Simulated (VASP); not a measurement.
Sc:

```
CELL_PARAMETERS angstrom
3.30880 0.00000 0.00000
-1.65440 2.86550 0.00000
0.00000 0.00000 5.26800
ATOMIC_POSITIONS crystal
Sc 0.33333 0.66667 0.25000
Sc 0.66667 0.33333 0.75000
```

| Item | Value |
| --- | --- |
| Program | VASP 6.6.1 |
| Task | relaxation of cell and atoms |
| Functional | PBE |
| Potentials or basis | VASP PAW PBE potentials, release 64 (Sc_sv) |
| Cutoff | 600 eV |
| k mesh | 15 × 15 × 8 |
| Occupations | gaussian, width 0.1 eV |
| Spin | no spin polarisation |

At the start: pressure -0.6 GPa; volume 24.97 Å³/atom.

How do energy, volume and symmetry change on relaxing?

Over 7 steps the energy falls by 2.6 meV/atom and the volume is 24.67 Å³/atom (-1.2 %); space group P6_3/mmc (No. 194, to 0.1 Å) before and after.

The path:
| step | energy change (eV) | largest force (eV/Å) | pressure (GPa) | volume (Å³) |
| --- | --- | --- | --- | --- |
| 1 | 0.0000 | 0.0000 | -0.59 | 49.95 |
| 2 | -0.0043 | 0.0000 | 0.09 | 49.28 |
| 3 | -0.0046 | 0.0000 | 0.31 | 49.08 |
| 4 | -0.0052 | 0.0000 | 0.00 | 49.34 |
| 5 | -0.0052 | 0.0000 | -0.03 | 49.35 |
| 6 | -0.0052 | 0.0000 | 0.00 | 49.35 |
| 7 | -0.0052 | 0.0000 | 0.01 | 49.33 |

Final structure:
```yaml
crystal:
  lattice:
    - [3.32039, 0.00000, 0.00000]
    - [-1.66020, 2.87555, 0.00000]
    - [0.00000, 0.00000, 5.16705]
  atoms:
    - { symbol: Sc, position: [0.33333, 0.66667, 0.25000] }
    - { symbol: Sc, position: [0.66667, 0.33333, 0.75000] }
```
